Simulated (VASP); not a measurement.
# BiSb4O (P6/mmm) in VASP: notebook

The runs below take BiSb4O through single point, relaxation of cell and atoms, with PBE.

Everything below comes from runs of VASP 6.6.1. Logs are shortened: lines on timing, memory, paths and dates and some standing lists are left out, and cuts for length are marked.

### 1 The cell of the first run

The structure is hexagonal, space group P6/mmm (No. 191). Conventional cell: a = 4.277 Å, b = 4.277 Å, c = 8.651 Å, α = 90.00°, β = 90.00°, γ = 120.00°. Within 3.4 Å of Sb (site symmetry 3m) lie 3 Sb at 2.47 Å and 3 Bi at 3.19 Å and 3 O at 3.38 Å. Bi (site symmetry 6/mmm) has 12 Sb at 3.19 Å and 6 Bi at 4.28 Å and 2 O at 4.33 Å within 4.4 Å. O (site symmetry 6/mmm) has 12 Sb at 3.38 Å and 6 O at 4.28 Å and 2 Bi at 4.33 Å within 4.4 Å.

The cell was built from a structure type or drawn by symmetry, and may not be a known phase.

### 2 Single point, PBE

The input, INCAR:

```
SYSTEM = BiSb4O
PREC     = Accurate       ! precision mode
ENCUT    = 520            ! plane-wave cutoff, eV
EDIFF    = 1E-6           ! SCF threshold, eV
ISMEAR   = 0              ! smearing method
SIGMA    = 0.1            ! smearing width, eV
LREAL    = .False.        ! projectors in reciprocal space
LASPH    = .True.         ! aspherical terms in the spheres
NELM     = 100            ! most SCF steps
ALGO     = Normal         ! electronic algorithm
ISIF     = 2              ! what is computed and relaxed
LWAVE    = .False.        ! write WAVECAR
LCHARG   = .True.         ! write CHGCAR
GGA      = PE             ! functional
LELF     = .True.         ! ELF
LVHAR    = .True.       
NBANDS   = 30             ! bands
```

The input, KPOINTS:

```
Automatic mesh
0
Gamma
  6 6 2
  0 0 0
```

The input, POSCAR:

```
BiSb4O
1.0
    4.2765309000      0.0000000000      0.0000000000
   -2.1382654500      3.7035844000      0.0000000000
    0.0000000000      0.0000000000      8.6508416900
Sb Bi O
4 1 1
Direct
    0.3333333300      0.6666666700      0.7665540000
    0.3333333300      0.6666666700      0.2334460000
    0.6666666700      0.3333333300      0.7665540000
    0.6666666700      0.3333333300      0.2334460000
    0.0000000000      0.0000000000      0.0000000000
    0.0000000000      0.0000000000      0.5000000000
```

Potentials or basis: VASP PAW PBE potentials, release 64 (Sb, Bi_d, O).

The run is started by

```sh
$ cat potpaw_PBE.64/Sb/POTCAR potpaw_PBE.64/Bi_d/POTCAR potpaw_PBE.64/O/POTCAR > POTCAR
$ mpirun -np 1 vasp_std > vasp.out
```

OUTCAR:

```text
SYSTEM = BiSb4O
   PREC = Accurate
   ENCUT = 520
   EDIFF = 1E-6
   ISMEAR = 0
   LREAL = .False.
   LASPH = .True.
   NELM = 100
   ISIF = 2
   GGA = PE

 ion  position               nearest neighbor table
   1  0.333  0.667  0.767-   3 2.47   3 2.47   3 2.47   5 3.19   5 3.19   5 3.19
   2  0.333  0.667  0.233-   4 2.47   4 2.47   4 2.47   5 3.19   5 3.19   5 3.19
   3  0.667  0.333  0.767-   1 2.47   1 2.47   1 2.47   5 3.19   5 3.19   5 3.19
   4  0.667  0.333  0.233-   2 2.47   2 2.47   2 2.47   5 3.19   5 3.19   5 3.19
   5  0.000  0.000  0.000-   1 3.19   2 3.19   3 3.19   4 3.19   3 3.19   4 3.19   1 3.19   2 3.19
                             3 3.19   4 3.19   1 3.19   2 3.19
   6  0.000  0.000  0.500-

  LATTYP: Found a hexagonal cell.
 ALAT       =     4.2765309000
 C/A-ratio  =     2.0228643011

  Lattice vectors:

 A1 = (   4.2765309000,   0.0000000000,   0.0000000000)
 A2 = (  -2.1382654500,   3.7035844000,   0.0000000000)
 A3 = (   0.0000000000,   0.0000000000,   8.6508416900)

Analysis of symmetry for initial positions (statically):
=====================================================================
 Subroutine PRICEL returns:
 Original cell was already a primitive cell.

 Routine SETGRP: Setting up the symmetry group for a
 hexagonal supercell.

 Subroutine GETGRP returns: Found 24 space group operations
 (whereof 24 operations were pure point group operations)
 out of a pool of 24 trial point group operations.

The static configuration has the point symmetry D_6h.

Analysis of symmetry for dynamics (positions and initial velocities):
=====================================================================
 Subroutine PRICEL returns:
 Original cell was already a primitive cell.

 Routine SETGRP: Setting up the symmetry group for a
 hexagonal supercell.

 Subroutine GETGRP returns: Found 24 space group operations
 (whereof 24 operations were pure point group operations)
 out of a pool of 24 trial point group operations.

The dynamic configuration has the point symmetry D_6h.

 Subroutine INISYM returns: Found 24 space group operations
 (whereof 24 operations are pure point group operations),
 and found     1 'primitive' translations

----------------------------------------------------------------------------------------

                                     Primitive cell

  volume of cell :     137.0163

  direct lattice vectors                    reciprocal lattice vectors
     4.276530900  0.000000000  0.000000000     0.233834391  0.135004349  0.000000000
    -2.138265450  3.703584400  0.000000000     0.000000000  0.270008698  0.000000000
     0.000000000  0.000000000  8.650841690     0.000000000  0.000000000  0.115595688

  length of vectors
     4.276530900  4.276530900  8.650841690     0.270008698  0.270008698  0.115595688

  position of ions in fractional coordinates (direct lattice)
     0.333333330  0.666666670  0.766554000
     0.333333330  0.666666670  0.233446000
     0.666666670  0.333333330  0.766554000
     0.666666670  0.333333330  0.233446000
     0.000000000  0.000000000  0.000000000
     0.000000000  0.000000000  0.500000000

  ion indices of the primitive-cell ions
   primitive index   ion index
                 1           1
                 2           2
                 3           3
                 4           4
                 5           5
                 6           6

----------------------------------------------------------------------------------------

 KPOINTS: Automatic mesh

Automatic generation of k-mesh.
 Grid dimensions read from file:
 generate k-points for:    6    6    2

 Generating k-lattice:

  Cartesian coordinates                     Fractional coordinates (reciprocal lattice)
     0.038972399  0.022500725  0.000000000     0.166666667  0.000000000  0.000000000
     0.000000000  0.045001450  0.000000000     0.000000000  0.166666667  0.000000000
     0.000000000  0.000000000  0.057797844     0.000000000  0.000000000  0.500000000

  Length of vectors
     0.045001450  0.045001450  0.057797844

  Shift w.r.t. Gamma in fractional coordinates (k-lattice)
     0.000000000  0.000000000  0.000000000

 Subroutine IBZKPT returns following result:
 ===========================================

 Found     14 irreducible k-points:

 Following reciprocal coordinates:
            Coordinates               Weight
  0.000000  0.000000  0.000000      1.000000
  0.166667  0.000000  0.000000      6.000000
  0.333333 -0.000000  0.000000      6.000000
  0.500000 -0.000000  0.000000      3.000000
  0.166667  0.166667  0.000000      6.000000
  0.333333  0.166667  0.000000     12.000000
  0.333333  0.333333  0.000000      2.000000
  0.000000  0.000000  0.500000      1.000000
  0.166667  0.000000  0.500000      6.000000
  0.333333 -0.000000  0.500000      6.000000
  0.500000 -0.000000  0.500000      3.000000
  0.166667  0.166667  0.500000      6.000000
  0.333333  0.166667  0.500000     12.000000
  0.333333  0.333333  0.500000      2.000000
   k-points           NKPTS =     14   k-points in BZ     NKDIM =     14   number of bands    NBANDS=     30
   number of dos      NEDOS =    301   number of ions     NIONS =      6
   total plane-waves  NPLWV =  65536
   dimension x,y,z NGX =    32 NGY =   32 NGZ =   64
   dimension x,y,z NGXF=    64 NGYF=   64 NGZF=  128
   ions per type =               4   1   1
   NGX,Y,Z   is equivalent  to a cutoff of  12.44, 12.44, 12.30 a.u.
   NGXF,Y,Z  is equivalent  to a cutoff of  24.88, 24.88, 24.60 a.u.
 SYSTEM =  BiSb4O
   PREC   = accura    normal or accurate (medium, high low for compatibility)
   ISTART =      0    job   : 0-new  1-cont  2-samecut
   ICHARG =      2    charge: 1-file 2-atom 10-const
   ISPIN  =      1    spin polarized calculation?
   LNONCOLLINEAR =      F non collinear calculations
   LSORBIT =      F    spin-orbit coupling
   LASPH  =      T    aspherical Exc in radial PAW
   ENCUT  =  520.0 eV  38.22 Ry    6.18 a.u.   7.95  7.95 16.08*2*pi/ulx,y,z
   NELM   =    100;   NELMIN=  2; NELMDL= -5     # of ELM steps
   EDIFF  = 0.1E-05   stopping-criterion for ELM
   LREAL  =      F    real-space projection
   EDIFFG = 0.1E-04   stopping-criterion for IOM
   NSW    =      0    number of steps for IOM
   IBRION =     -1    ionic relax: 0-MD 1-quasi-New 2-CG
   NFREE  =      0    steps in history (QN), initial steepest desc. (CG)
   ISIF   =      2    stress and relaxation
   ISYM   =      2    0-nonsym 1-usesym 2-fastsym
   POTIM  = 0.5000    time-step for ionic-motion
   TEBEG  =    0.0;   TEEND  =   0.0 temperature during run
   PSTRESS=    0.0 pullay stress
   NELECT =      41.0000    total number of electrons
   NUPDOWN=      -1.0000    fix difference up-down
   EMIN   =  10.00;   EMAX   =-10.00  energy-range for DOS
   EFERMI =   0.00;   METHOD = LEGACY
   ISMEAR =     0;   SIGMA  =   0.10  broadening in eV -4-tet -1-fermi 0-gaus
   EFERMI_NEDOS =   21; number of points for ismear=-14 and -15
   IALGO  =     38    algorithm
   IMIX   =      4    mixing-type and parameters
     AMIX     =   0.40;   BMIX     =  1.00
     AMIX_MAG =   1.60;   BMIX_MAG =  1.00
  volume/ion in A,a.u.               =      22.84       154.11
  Fermi-wavevector in a.u.,A,eV,Ry     =   1.094995  2.069240 16.313569  1.199014
  Thomas-Fermi vector in A             =   2.231310
   LORBIT       =      0    0 simple, 1 ext, 2 COOP (PROOUT), +10 PAW based schemes
   GGA     = PE    functional components
   LHFCALC =     F    Hartree Fock is set to
   AEXX    =    0.0000 exact exchange contribution
   IVDW    =     0    specifies the selected vdW correction
   LEPSILON=     F    determine dielectric tensor
   LRPA    =     F    only Hartree local field effects (RPA)
 non-spin polarized calculation
 Gauss-broadening in eV      SIGMA  =   0.10
  energy-cutoff  :      520.00
  volume of cell :      137.02
 maximum number of plane-waves:      3714
 NGX is ok and might be reduce to    32
   NGX = 15   NGY = 15   NGZ = 33

 number of electron      40.9999993 magnetization

 Free energy of the ion-electron system (eV)
  ---------------------------------------------------
  ext. energy  EPLUGINS =         0.00000000
  ---------------------------------------------------
  free energy    TOTEN  =       -15.18648176 eV

  energy without entropy =      -15.14041450  energy(sigma->0) =      -15.16344813

 E-fermi :   8.6809     XC(G=0): -10.2932

 val. band max:        8.6714084866   @ k =   0.3333   0.1667   0.5000
 cond. band min:       8.6956387418   @ k =   0.3333   0.1667   0.5000
 fundamental gap:      0.0242302552
 Fermi energy:         8.6809003733

 k-point     1 :       0.0000    0.0000    0.0000
  band No.  band energies     occupation
      1     -14.5959      2.00000
      2     -14.5959      2.00000
      3     -14.5780      2.00000
      4     -14.5780      2.00000
      5     -14.5723      2.00000
      6      -7.0970      2.00000
[... 22 lines left out ...]
     29      12.7872      0.00000
     30      13.0845      0.00000

 k-point     2 :       0.1667    0.0000    0.0000
  band No.  band energies     occupation
      1     -14.6017      2.00000
      2     -14.5970      2.00000
      3     -14.5794      2.00000
      4     -14.5725      2.00000
      5     -14.5693      2.00000
      6      -6.9262      2.00000
[... 22 lines left out ...]
     29      12.3077      0.00000
     30      12.3329      0.00000

 k-point     3 :       0.3333   -0.0000    0.0000
  band No.  band energies     occupation
      1     -14.6129      2.00000
      2     -14.5992      2.00000
      3     -14.5831      2.00000
      4     -14.5625      2.00000
      5     -14.5613      2.00000
      6      -6.7268      2.00000
[... 352 lines left out ...]
     29      15.3811      0.00000
     30      16.3214      0.00000

 k-point    14 :       0.3333    0.3333    0.5000
  band No.  band energies     occupation
      1     -14.6110      2.00000
      2     -14.6110      2.00000
      3     -14.5680      2.00000
      4     -14.5680      2.00000
      5     -14.5605      2.00000
      6      -6.6616      2.00000
[... 22 lines left out ...]
     29      13.9445      0.00000
     30      16.5000      0.00000

------------------------ aborting loop because EDIFF is reached ----------------------------------------

  FORCE on cell =-STRESS in cart. coord.  units (eV):
  Direction    XX          YY          ZZ          XY          YZ          ZX
  --------------------------------------------------------------------------------------
  -------------------------------------------------------------------------------------
  Total       44.8300524     44.8300524      1.4645547      0.0000000     -0.0000000      0.0000000
  in kB      524.2127789    524.2127790     17.1255275      0.0000000     -0.0000000      0.0000000
  external PRESSURE =     355.1836951 kB  Pullay stress =       0.0000000 kB

 VOLUME and BASIS-vectors are now :
 -----------------------------------------------------------------------------
  energy-cutoff  :      520.00
  volume of cell :      137.02
      direct lattice vectors                 reciprocal lattice vectors
     4.276530900  0.000000000  0.000000000     0.233834391  0.135004349  0.000000000
    -2.138265450  3.703584400  0.000000000     0.000000000  0.270008698  0.000000000
     0.000000000  0.000000000  8.650841690     0.000000000  0.000000000  0.115595688

 POSITION                                       TOTAL-FORCE (eV/Angst)
 -----------------------------------------------------------------------------------
     -0.00000      2.46906      6.63134         0.000000     -0.000000     -1.485692
     -0.00000      2.46906      2.01950         0.000000     -0.000000      1.485692
      2.13827      1.23453      6.63134        -0.000000      0.000000     -1.485692
      2.13827      1.23453      2.01950        -0.000000      0.000000      1.485692
      0.00000      0.00000      0.00000         0.000000      0.000000     -0.000000
      0.00000      0.00000      4.32542         0.000000      0.000000     -0.000000
 -----------------------------------------------------------------------------------
    total drift:                               -0.000000     -0.000000     -0.000000

  FREE ENERGIE OF THE ION-ELECTRON SYSTEM (eV)
  ---------------------------------------------------
  free  energy   TOTEN  =       -15.1864817592 eV

  energy  without entropy=      -15.1404145006  energy(sigma->0) =      -15.16344813
```

It took 35 s on 1 thread of Intel Xeon 6975P-C (Granite Rapids), shared host; peak memory 0.26 GiB.

Results:

```
Free energy            : -15.1865 eV
Pressure               : 35.5 GPa
Largest force          : 1.486 eV/Å
Band gap on the k mesh : zero (an odd number of electrons rules out a gap without spin polarisation)
```

Forces in eV/Å, atoms in the order of the input:
```
Sb   0.000  0.000 -1.486
Sb   0.000  0.000  1.486
Sb   0.000  0.000 -1.486
Sb   0.000  0.000  1.486
Bi   0.000  0.000  0.000
O    0.000  0.000  0.000
```

Caveat: the k points lie up to 0.36 Å⁻¹ apart, too coarse for converged energies and pressures of a metal; spin-orbit coupling is left out, which moves the levels of the heavy elements; an odd number of electrons without spin polarisation forces a metal; a magnetic or distorted state may lie lower.

(Part 1 of 3 ends here.)
